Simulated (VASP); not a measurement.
# P in VASP: single point with r2SCAN

Aim: the single point of P with r2SCAN.

All numbers are computed with VASP 6.6.1; they aren't measurements. Logs are shortened: lines on timing, memory, paths and dates and some standing lists are left out, and cuts for length are marked.

## Step 1: The cell of the first run

The cell holds a slab with vacuum, 4 atoms: a = 3.290 Å, b = 34.859 Å, c = 4.636 Å, α = 90.00°, β = 90.00°, γ = 90.00°.

## Step 2: Single point, r2SCAN (atom 1 (P) moved +0.480 Å along Cartesian [1 1 0])

Contents of POSCAR:

```
P
1.0
    3.2904850401      0.0000000000      0.0000000000
    0.0000000000     34.8586007868      0.0000000000
    0.0000000000      0.0000000000      4.6361280531
P
4
Direct
    0.1031493080      0.9798633439      0.5914832098
    0.0000000000      0.0298734570      0.4085167902
    0.5000000000      0.0298734570      0.0914832098
    0.5000000000      0.9701265430      0.9085167902
```

Contents of INCAR.step1:

```
  PREC = Accurate
  ENCUT = 520
  ISMEAR = 0
  SIGMA = 0.05
  LREAL = F
  LASPH = T
  NELM = 80
  NBANDS = 18
  GGA = PE
  ALGO = Normal
  EDIFF = 1E-4
  LWAVE = T
  LCHARG = F
```

Contents of INCAR.step2:

```
  PREC = Accurate
  ENCUT = 520
  EDIFF = 1E-7
  ISMEAR = 0
  SIGMA = 0.05
  LREAL = F
  LASPH = T
  NELM = 80
  ALGO = Normal
  ISIF = 2
  LWAVE = F
  LCHARG = F
  METAGGA = R2SCAN
  LMIXTAU = T
  NBANDS = 18
  ISTART = 1
```

Contents of KPOINTS:

```
Automatic mesh
0
Gamma
  8 1 6
```

Potentials or basis: VASP PAW PBE potentials, release 64 (P).

Started as:

```
cat potpaw_PBE.64/P/POTCAR > POTCAR
cp INCAR.step1 INCAR
mpirun -np 1 vasp_std > vasp.out
cp INCAR.step2 INCAR
mpirun -np 1 vasp_std > vasp.out
```

OUTCAR:

```text
PREC = Accurate
   ENCUT = 520
   EDIFF = 1E-7
   ISMEAR = 0
   LREAL = F
   LASPH = T
   NELM = 80
   ISIF = 2
   METAGGA = R2SCAN
   ISTART = 1

 ion  position               nearest neighbor table
   1  0.103  0.980  0.591-   2 1.97   4 2.00   4 2.49
   2  0.000  0.030  0.409-   1 1.97   3 2.21   3 2.21
   3  0.500  0.030  0.091-   2 2.21   2 2.21   4 2.25
   4  0.500  0.970  0.909-   1 2.00   3 2.25   1 2.49

  LATTYP: Found a simple orthorhombic cell.
 ALAT       =     3.2904850401
 B/A-ratio  =     1.4089497435
 C/A-ratio  =    10.5937575652

  Lattice vectors:

 A1 = (  -3.2904850401,   0.0000000000,   0.0000000000)
 A2 = (   0.0000000000,   0.0000000000,   4.6361280531)
 A3 = (   0.0000000000,  34.8586007868,   0.0000000000)

Analysis of symmetry for initial positions (statically):
=====================================================================
 Subroutine PRICEL returns:
 Original cell was already a primitive cell.

 Routine SETGRP: Setting up the symmetry group for a
 simple orthorhombic supercell.

 Subroutine GETGRP returns: Found  1 space group operations
 (whereof  1 operations were pure point group operations)
 out of a pool of  8 trial point group operations.

The static configuration has the point symmetry C_1 .

Analysis of symmetry for dynamics (positions and initial velocities):
=====================================================================
 Subroutine PRICEL returns:
 Original cell was already a primitive cell.

 Routine SETGRP: Setting up the symmetry group for a
 simple orthorhombic supercell.

 Subroutine GETGRP returns: Found  1 space group operations
 (whereof  1 operations were pure point group operations)
 out of a pool of  8 trial point group operations.

The dynamic configuration has the point symmetry C_1 .

 Subroutine INISYM returns: Found  1 space group operations
 (whereof  1 operations are pure point group operations),
 and found     1 'primitive' translations

----------------------------------------------------------------------------------------

                                     Primitive cell

  volume of cell :     531.7718

  direct lattice vectors                    reciprocal lattice vectors
     3.290485040  0.000000000  0.000000000     0.303906563  0.000000000  0.000000000
     0.000000000 34.858600787  0.000000000     0.000000000  0.028687325  0.000000000
[... 89 lines left out ...]
   EDIFF  = 0.1E-06   stopping-criterion for ELM
   LREAL  =      F    real-space projection
   EDIFFG = 0.1E-05   stopping-criterion for IOM
   NSW    =      0    number of steps for IOM
   IBRION =     -1    ionic relax: 0-MD 1-quasi-New 2-CG
   NFREE  =      0    steps in history (QN), initial steepest desc. (CG)
   ISIF   =      2    stress and relaxation
   ISYM   =      2    0-nonsym 1-usesym 2-fastsym
   POTIM  = 0.5000    time-step for ionic-motion
   TEBEG  =    0.0;   TEEND  =   0.0 temperature during run
   PSTRESS=    0.0 pullay stress
   NELECT =      20.0000    total number of electrons
   NUPDOWN=      -1.0000    fix difference up-down
   EMIN   =  10.00;   EMAX   =-10.00  energy-range for DOS
   EFERMI =   0.00;   METHOD = LEGACY
   ISMEAR =     0;   SIGMA  =   0.05  broadening in eV -4-tet -1-fermi 0-gaus
   EFERMI_NEDOS =   21; number of points for ismear=-14 and -15
   IALGO  =     38    algorithm
   IMIX   =      4    mixing-type and parameters
     AMIX     =   0.40;   BMIX     =  1.00
     AMIX_MAG =   1.60;   BMIX_MAG =  1.00
  volume/ion in A,a.u.               =     132.94       897.14
  Fermi-wavevector in a.u.,A,eV,Ry     =   0.548500  1.036514  4.093339  0.300852
  Thomas-Fermi vector in A             =   1.579218
   LORBIT       =      0    0 simple, 1 ext, 2 COOP (PROOUT), +10 PAW based schemes
   METAGGA = R2SCAN    functional components
   LHFCALC =     F    Hartree Fock is set to
   AEXX    =    0.0000 exact exchange contribution
   IVDW    =     0    specifies the selected vdW correction
   LEPSILON=     F    determine dielectric tensor
   LRPA    =     F    only Hartree local field effects (RPA)
 non-spin polarized calculation
 Gauss-broadening in eV      SIGMA  =   0.05
  energy-cutoff  :      520.00
  volume of cell :      531.77
 maximum number of plane-waves:     14400
   NGX = 13   NGY =129   NGZ = 17

 number of electron      20.0000001 magnetization

 Free energy of the ion-electron system (eV)
  ---------------------------------------------------
  ext. energy  EPLUGINS =         0.00000000
  ---------------------------------------------------
  free energy    TOTEN  =       -34.42388127 eV

  energy without entropy =      -34.42388127  energy(sigma->0) =      -34.42388127

 E-fermi :  -3.3593     XC(G=0):  -1.6976

 val. band max:       -3.5745649562   @ k =   0.1250   0.0000   0.0000
 cond. band min:      -2.8715388405   @ k =   0.0000   0.0000   0.0000
 fundamental gap:      0.7030261157
 Fermi energy:        -3.3592729892

 k-point     1 :       0.0000    0.0000    0.0000
  band No.  band energies     occupation
      1     -20.1347      2.00000
      2     -16.8517      2.00000
      3     -14.3406      2.00000
      4      -9.8378      2.00000
      5      -9.0957      2.00000
      6      -8.2105      2.00000
[... 481 lines left out ...]
      5      -9.7812      2.00000
      6      -9.2283      2.00000
[... 10 lines left out ...]
     17       3.1920      0.00000
     18       3.5354      0.00000

 [... further k-points ...]

------------------------ aborting loop because EDIFF is reached ----------------------------------------

  FORCE on cell =-STRESS in cart. coord.  units (eV):
  Direction    XX          YY          ZZ          XY          YZ          ZX
  --------------------------------------------------------------------------------------
  -------------------------------------------------------------------------------------
  Total        1.5832479      7.3530659      3.4002648     -0.3094702     -1.7735385      4.8025027
  in kB        4.7701738     22.1540812     10.2446711     -0.9324039     -5.3435013     14.4694793
  external PRESSURE =      12.3896421 kB  Pullay stress =       0.0000000 kB

 VOLUME and BASIS-vectors are now :
 -----------------------------------------------------------------------------
  energy-cutoff  :      520.00
  volume of cell :      531.77
      direct lattice vectors                 reciprocal lattice vectors
     3.290485040  0.000000000  0.000000000     0.303906563  0.000000000  0.000000000
     0.000000000 34.858600787  0.000000000     0.000000000  0.028687325  0.000000000
     0.000000000  0.000000000  4.636128053     0.000000000  0.000000000  0.215697235

 POSITION                                       TOTAL-FORCE (eV/Angst)
 -----------------------------------------------------------------------------------
      0.33941     34.15667      2.74219        -3.214279     -4.857380     -0.136962
      0.00000      1.04135      1.89394         0.009673      4.623869     -1.328827
      1.64524      1.04135      0.42413         0.365713     -0.292208      0.499446
      1.64524     33.81725      4.21200         2.838893      0.525718      0.966343
 -----------------------------------------------------------------------------------
    total drift:                               -0.000003     -0.000521      0.000080

  FREE ENERGIE OF THE ION-ELECTRON SYSTEM (eV)
  ---------------------------------------------------
  free  energy   TOTEN  =       -34.4238812676 eV

  energy  without entropy=      -34.4238812676  energy(sigma->0) =      -34.42388127
```

OUTCAR.step1:

```text
PREC = Accurate
   ENCUT = 520
   ISMEAR = 0
   LREAL = F
[... 734 lines left out ...]
      0.33941     34.15667      2.74219        -3.105742     -4.860976     -0.321901
      0.00000      1.04135      1.89394        -0.086699      4.763685     -1.130461
      1.64524      1.04135      0.42413         0.335299     -0.139689      0.221269
      1.64524     33.81725      4.21200         2.857142      0.236980      1.231093
 -----------------------------------------------------------------------------------
    total drift:                                0.000139     -0.000827      0.000011

  FREE ENERGIE OF THE ION-ELECTRON SYSTEM (eV)
  ---------------------------------------------------
  free  energy   TOTEN  =       -20.0824928167 eV

  energy  without entropy=      -20.0824928167  energy(sigma->0) =      -20.08249282
```

Run time: 35 min. Hardware: 1 thread of Intel Xeon Platinum 8259CL at 2.50GHz (Skylake/Cascade Lake), shared host; peak memory 0.67 GiB.

Results:

```
Free energy            : -34.4239 eV
Largest force          : 5.826 eV/Å
Band gap on the k mesh : 0.70 eV (least direct gap 0.76 eV)
```

Forces in eV/Å, atoms in the order of the input:
```
P   -3.214 -4.857 -0.137
P    0.010  4.624 -1.329
P    0.366 -0.292  0.499
P    2.839  0.526  0.966
```

Levels at points of the mesh, in eV from the valence-band top:
```
           k point  band 7  band 8  band 9  band 10  band 11  band 12  band 13  band 14
(0.00, 0.00, 0.00)   -3.82   -2.28   -0.97    -0.06     0.70     1.68     2.40     3.54
(0.50, 0.00, 0.00)   -3.65   -3.09   -2.65    -1.50     1.17     1.63     1.69     3.41
(0.00, 0.00, 0.50)   -2.99   -2.43   -2.05    -1.17     1.22     2.17     3.40     3.88
(0.50, 0.00, 0.50)   -4.95   -4.36   -1.53    -0.54     2.28     2.56     3.03     4.25
```

Caveat: the cell differs from its parent crystal (atom 1 (P) moved +0.480 Å along Cartesian [1 1 0]); there is no dipole correction, which matters where the two faces differ; the PAW data sets were made with another functional, which shifts forces and pressure a little.
